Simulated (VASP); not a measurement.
# Zn9H4S9 in VASP: a series of runs

The runs below take Zn9H4S9 through single point, with PBE.

All numbers are computed with VASP 6.6.1; they aren't measurements. Logs are shortened: lines on timing, memory, paths and dates and some standing lists are left out, and cuts for length are marked.

**1. The cell of the first run**

The cell holds a wire or tube with vacuum around it, 22 atoms: a = 27.200 Å, b = 9.300 Å, c = 6.725 Å, α = 90.00°, β = 90.00°, γ = 90.00°.

**2. Single point, PBE**

Input file INCAR:

```
ALGO     = Normal         # electronic algorithm
EDIFF    = 1E-6           # SCF threshold, eV
ENCUT    = 520            # plane-wave cutoff, eV
GGA      = PE             # functional
ISIF     = 2              # what is computed and relaxed
ISMEAR   = 0              # smearing method
LASPH    = True           # aspherical terms in the spheres
LCHARG   = False          # write CHGCAR
LREAL    = Auto         
LUSENCCL = False        
LWAVE    = False          # write WAVECAR
NBANDS   = 100            # bands
NELM     = 60             # most SCF steps
PREC     = Accurate       # precision mode
SIGMA    = 0.05           # smearing width, eV
```

Input file KPOINTS:

```
k-points
0
Gamma
  1 1 5
```

Input file POSCAR:

```
Zn9H4S9
1.0
   27.2000000000      0.0000000000      0.0000000000
    0.0000000000      9.3000000000      0.0000000000
    0.0000000000      0.0000000000      6.7246260247
Zn S H
9 9 4
Direct
    0.7120426892      0.5000000000      0.3492993085
    0.7939343359      0.5000000000      0.8070425201
    0.5711177377      0.5000000000      0.3412547034
    0.6438176118      0.5000000000      0.8391521474
    0.4288822623      0.5000000000      0.3412547034
    0.5000000000      0.5000000000      0.8400590411
    0.2879573108      0.5000000000      0.3492993085
    0.3561823882      0.5000000000      0.8391521474
    0.2060656641      0.5000000000      0.8070425201
    0.7789193047      0.5000000000      0.1482743013
    0.6422293122      0.5000000000      0.1734176636
    0.7162586377      0.5000000000      0.6787030321
    0.5000000000      0.5000000000      0.1737264959
    0.5718093391      0.5000000000      0.6747121915
    0.3577706878      0.5000000000      0.1734176636
    0.4281906609      0.5000000000      0.6747121915
    0.2210806953      0.5000000000      0.1482743013
    0.2837413623      0.5000000000      0.6787030321
    0.8445069413      0.5000000000      0.7062121285
    0.1554930587      0.5000000000      0.7062121285
    0.8201379311      0.5000000000      0.2601823819
    0.1798620689      0.5000000000      0.2601823819
```

Potentials or basis: VASP PAW PBE potentials, release 64 (Zn, S, H).

On the command line:

```sh
cat potpaw_PBE.64/Zn/POTCAR potpaw_PBE.64/S/POTCAR potpaw_PBE.64/H/POTCAR > POTCAR
mpirun -np 1 vasp_std > vasp.out
```

OUTCAR:

```text
EDIFF = 1E-6
   ENCUT = 520
   GGA = PE
   ISIF = 2
   ISMEAR = 0
   LASPH = True
   LREAL = Auto
   NELM = 60
   PREC = Accurate

 ion  position               nearest neighbor table
   1  0.712  0.500  0.349-  12 2.22  11 2.24  10 2.27
   2  0.794  0.500  0.807-  19 1.53  12 2.28  10 2.33
   3  0.571  0.500  0.341-  13 2.24  11 2.24  14 2.24
   4  0.644  0.500  0.839-  12 2.25  11 2.25  14 2.25
   5  0.429  0.500  0.341-  13 2.24  15 2.24  16 2.24
   6  0.500  0.500  0.840-  13 2.24  14 2.25  16 2.25
[... 10 lines left out ...]
  17  0.221  0.500  0.148-  22 1.35   7 2.27   9 2.33
  18  0.284  0.500  0.679-   7 2.22   8 2.25   9 2.28
  19  0.845  0.500  0.706-   2 1.53
  20  0.155  0.500  0.706-   9 1.53
  21  0.820  0.500  0.260-  10 1.35
  22  0.180  0.500  0.260-  17 1.35

  LATTYP: Found a simple orthorhombic cell.
 ALAT       =     6.7246260247
 B/A-ratio  =     1.3829765352
 C/A-ratio  =     4.0448345975

  Lattice vectors:

 A1 = (   0.0000000000,   0.0000000000,  -6.7246260247)
 A2 = (   0.0000000000,   9.3000000000,   0.0000000000)
 A3 = (  27.2000000000,   0.0000000000,   0.0000000000)

Analysis of symmetry for initial positions (statically):
=====================================================================
 Subroutine PRICEL returns:
 Original cell was already a primitive cell.

 Routine SETGRP: Setting up the symmetry group for a
 simple orthorhombic supercell.

 Subroutine GETGRP returns: Found  4 space group operations
 (whereof  4 operations were pure point group operations)
 out of a pool of  8 trial point group operations.

The static configuration has the point symmetry C_2v.

Analysis of symmetry for dynamics (positions and initial velocities):
=====================================================================
 Subroutine PRICEL returns:
 Original cell was already a primitive cell.

 Routine SETGRP: Setting up the symmetry group for a
 simple orthorhombic supercell.

 Subroutine GETGRP returns: Found  4 space group operations
 (whereof  4 operations were pure point group operations)
 out of a pool of  8 trial point group operations.

The dynamic configuration has the point symmetry C_2v.

 Subroutine INISYM returns: Found  4 space group operations
 (whereof  4 operations are pure point group operations),
 and found     1 'primitive' translations

----------------------------------------------------------------------------------------

                                     Primitive cell

  volume of cell :    1701.0614

  direct lattice vectors                    reciprocal lattice vectors
    27.200000000  0.000000000  0.000000000     0.036764706  0.000000000  0.000000000
     0.000000000  9.300000000  0.000000000     0.000000000  0.107526882  0.000000000
     0.000000000  0.000000000  6.724626025     0.000000000  0.000000000  0.148707154

  length of vectors
    27.200000000  9.300000000  6.724626025     0.036764706  0.107526882  0.148707154

  position of ions in fractional coordinates (direct lattice)
     0.712042689  0.500000000  0.349299309
     0.793934336  0.500000000  0.807042520
     0.571117738  0.500000000  0.341254703
     0.643817612  0.500000000  0.839152147
     0.428882262  0.500000000  0.341254703
     0.500000000  0.500000000  0.840059041
[... 14 lines left out ...]
     0.820137931  0.500000000  0.260182382
     0.179862069  0.500000000  0.260182382

  ion indices of the primitive-cell ions
   primitive index   ion index
                 1           1
                 2           2
                 3           3
                 4           4
                 5           5
                 6           6
[... 14 lines left out ...]
                21          21
                22          22

----------------------------------------------------------------------------------------

 KPOINTS: k-points

Automatic generation of k-mesh.
 Grid dimensions read from file:
 generate k-points for:    1    1    5

 Generating k-lattice:

  Cartesian coordinates                     Fractional coordinates (reciprocal lattice)
     0.036764706  0.000000000  0.000000000     1.000000000  0.000000000  0.000000000
     0.000000000  0.107526882  0.000000000     0.000000000  1.000000000  0.000000000
     0.000000000  0.000000000  0.029741431     0.000000000  0.000000000  0.200000000

  Length of vectors
     0.036764706  0.107526882  0.029741431

  Shift w.r.t. Gamma in fractional coordinates (k-lattice)
     0.000000000  0.000000000  0.000000000

 Subroutine IBZKPT returns following result:
 ===========================================

 Found      3 irreducible k-points:

 Following reciprocal coordinates:
            Coordinates               Weight
  0.000000  0.000000  0.000000      1.000000
  0.000000  0.000000  0.200000      2.000000
  0.000000  0.000000  0.400000      2.000000
   k-points           NKPTS =      3   k-points in BZ     NKDIM =      3   number of bands    NBANDS=    100
   number of dos      NEDOS =    301   number of ions     NIONS =     22
   total plane-waves  NPLWV = 735000
   dimension x,y,z NGX =   210 NGY =   70 NGZ =   50
   dimension x,y,z NGXF=   420 NGYF=  140 NGZF=  100
   ions per type =               9   9   4
   NGX,Y,Z   is equivalent  to a cutoff of  12.84, 12.51, 12.36 a.u.
   NGXF,Y,Z  is equivalent  to a cutoff of  25.67, 25.03, 24.72 a.u.
 SYSTEM =  unknown system
   PREC   = accura    normal or accurate (medium, high low for compatibility)
   ISTART =      0    job   : 0-new  1-cont  2-samecut
   ICHARG =      2    charge: 1-file 2-atom 10-const
   ISPIN  =      1    spin polarized calculation?
   LNONCOLLINEAR =      F non collinear calculations
   LSORBIT =      F    spin-orbit coupling
   LASPH  =      T    aspherical Exc in radial PAW
   ENCUT  =  520.0 eV  38.22 Ry    6.18 a.u.  50.57 17.29 12.50*2*pi/ulx,y,z
   NELM   =     60;   NELMIN=  2; NELMDL= -5     # of ELM steps
   EDIFF  = 0.1E-05   stopping-criterion for ELM
   LREAL  =      T    real-space projection
   EDIFFG = 0.1E-04   stopping-criterion for IOM
   NSW    =      0    number of steps for IOM
   IBRION =     -1    ionic relax: 0-MD 1-quasi-New 2-CG
   NFREE  =      0    steps in history (QN), initial steepest desc. (CG)
   ISIF   =      2    stress and relaxation
   ISYM   =      2    0-nonsym 1-usesym 2-fastsym
   POTIM  = 0.5000    time-step for ionic-motion
   TEBEG  =    0.0;   TEEND  =   0.0 temperature during run
   PSTRESS=    0.0 pullay stress
   NELECT =     166.0000    total number of electrons
   NUPDOWN=      -1.0000    fix difference up-down
   EMIN   =  10.00;   EMAX   =-10.00  energy-range for DOS
   EFERMI =   0.00;   METHOD = LEGACY
   ISMEAR =     0;   SIGMA  =   0.05  broadening in eV -4-tet -1-fermi 0-gaus
   EFERMI_NEDOS =   21; number of points for ismear=-14 and -15
   IALGO  =     38    algorithm
   IMIX   =      4    mixing-type and parameters
     AMIX     =   0.40;   BMIX     =  1.00
     AMIX_MAG =   1.60;   BMIX_MAG =  1.00
  volume/ion in A,a.u.               =      77.32       521.79
  Fermi-wavevector in a.u.,A,eV,Ry     =   0.753710  1.424305  7.729178  0.568079
  Thomas-Fermi vector in A             =   1.851211
   LORBIT       =      0    0 simple, 1 ext, 2 COOP (PROOUT), +10 PAW based schemes
   GGA     = PE    functional components
   LHFCALC =     F    Hartree Fock is set to
   AEXX    =    0.0000 exact exchange contribution
   IVDW    =     0    specifies the selected vdW correction
   LEPSILON=     F    determine dielectric tensor
   LRPA    =     F    only Hartree local field effects (RPA)
 non-spin polarized calculation
 Gauss-broadening in eV      SIGMA  =   0.05
  energy-cutoff  :      520.00
  volume of cell :     1701.06
 maximum number of plane-waves:     45899
 NGX is ok and might be reduce to   210
   NGX =101   NGY = 35   NGZ = 25

 number of electron     166.0000151 magnetization

 Free energy of the ion-electron system (eV)
  ---------------------------------------------------
  ext. energy  EPLUGINS =         0.00000000
  ---------------------------------------------------
  free energy    TOTEN  =       -69.15913695 eV

  energy without entropy =      -69.15913695  energy(sigma->0) =      -69.15913695

 E-fermi :  -4.3020     XC(G=0):  -3.1415

 val. band max:       -4.5852671785   @ k =   0.0000   0.0000   0.0000
 cond. band min:      -1.5556235250   @ k =   0.0000   0.0000   0.0000
 fundamental gap:      3.0296436534
 Fermi energy:        -4.3020458557

 k-point     1 :       0.0000    0.0000    0.0000
  band No.  band energies     occupation
      1     -16.8692      2.00000
      2     -16.8676      2.00000
      3     -16.4674      2.00000
      4     -16.2705      2.00000
      5     -16.0465      2.00000
      6     -15.8724      2.00000
[... 87 lines left out ...]
     94       0.8070      0.00000
     95       0.9145      0.00000

 k-point     2 :       0.0000    0.0000    0.2000
  band No.  band energies     occupation
      1     -16.8538      2.00000
      2     -16.8528      2.00000
      3     -16.4165      2.00000
      4     -16.2344      2.00000
      5     -16.0301      2.00000
      6     -15.9055      2.00000
[... 87 lines left out ...]
     94       0.6997      0.00000
     95       0.7329      0.00000

 k-point     3 :       0.0000    0.0000    0.4000
  band No.  band energies     occupation
      1     -16.8284      2.00000
      2     -16.8281      2.00000
      3     -16.2746      2.00000
      4     -16.1324      2.00000
      5     -16.0811      2.00000
      6     -15.9845      2.00000
[... 87 lines left out ...]
     94       0.6083      0.00000
     95       0.6766      0.00000
 [bands above 95 left out]

------------------------ aborting loop because EDIFF is reached ----------------------------------------

  FORCE on cell =-STRESS in cart. coord.  units (eV):
  Direction    XX          YY          ZZ          XY          YZ          ZX
  --------------------------------------------------------------------------------------
  -------------------------------------------------------------------------------------
  Total        0.4236482     -0.0245236      0.4788752      0.0000000      0.0000000      0.0000000
  in kB        0.3990212     -0.0230981      0.4510378      0.0000000      0.0000000      0.0000000
  external PRESSURE =       0.2756536 kB  Pullay stress =       0.0000000 kB

 VOLUME and BASIS-vectors are now :
 -----------------------------------------------------------------------------
  energy-cutoff  :      520.00
  volume of cell :     1701.06
      direct lattice vectors                 reciprocal lattice vectors
    27.200000000  0.000000000  0.000000000     0.036764706  0.000000000  0.000000000
     0.000000000  9.300000000  0.000000000     0.000000000  0.107526882  0.000000000
     0.000000000  0.000000000  6.724626025     0.000000000  0.000000000  0.148707154

 POSITION                                       TOTAL-FORCE (eV/Angst)
 -----------------------------------------------------------------------------------
     19.36756      4.65000      2.34891         0.003412      0.000000     -0.000435
     21.59501      4.65000      5.42706         0.011049     -0.000000     -0.009420
     15.53440      4.65000      2.29481        -0.002038      0.000000     -0.002667
     17.51184      4.65000      5.64298         0.002708     -0.000000      0.002726
     11.66560      4.65000      2.29481         0.002038     -0.000000     -0.002667
     13.60000      4.65000      5.64908         0.000000     -0.000000     -0.002675
[... 14 lines left out ...]
     22.30775      4.65000      1.74963        -0.052742     -0.000000     -0.038365
      4.89225      4.65000      1.74963         0.052742     -0.000000     -0.038365
 -----------------------------------------------------------------------------------
    total drift:                               -0.000000     -0.000000      0.015518

  FREE ENERGIE OF THE ION-ELECTRON SYSTEM (eV)
  ---------------------------------------------------
  free  energy   TOTEN  =       -69.1591369451 eV

  energy  without entropy=      -69.1591369451  energy(sigma->0) =      -69.15913695
```

Wall time 67 s (1 × NVIDIA H100 80GB with 1 thread of AMD EPYC 7R13 (Zen 3), shared host); peak memory 2.1 GiB.

Results:

```
Free energy            : -69.1591 eV
Largest force          : 0.074 eV/Å
Band gap on the k mesh : 3.03 eV
```

Forces on the atoms (eV/Å):
```
Zn   0.003  0.000  0.000
Zn   0.011  0.000 -0.009
Zn  -0.002  0.000 -0.003
Zn   0.003  0.000  0.003
Zn   0.002  0.000 -0.003
Zn   0.000  0.000 -0.003
Zn  -0.003  0.000  0.000
Zn  -0.003  0.000  0.003
Zn  -0.011  0.000 -0.009
S    0.059  0.000  0.044
S    0.001  0.000  0.002
S   -0.004  0.000  0.008
S    0.000  0.000  0.003
S   -0.001  0.000  0.001
S   -0.001  0.000  0.002
S    0.001  0.000  0.001
S   -0.059  0.000  0.044
S    0.004  0.000  0.008
H    0.020  0.000 -0.007
H   -0.020  0.000 -0.007
H   -0.053  0.000 -0.038
H    0.053  0.000 -0.038
```

[end of part 1 of 2]
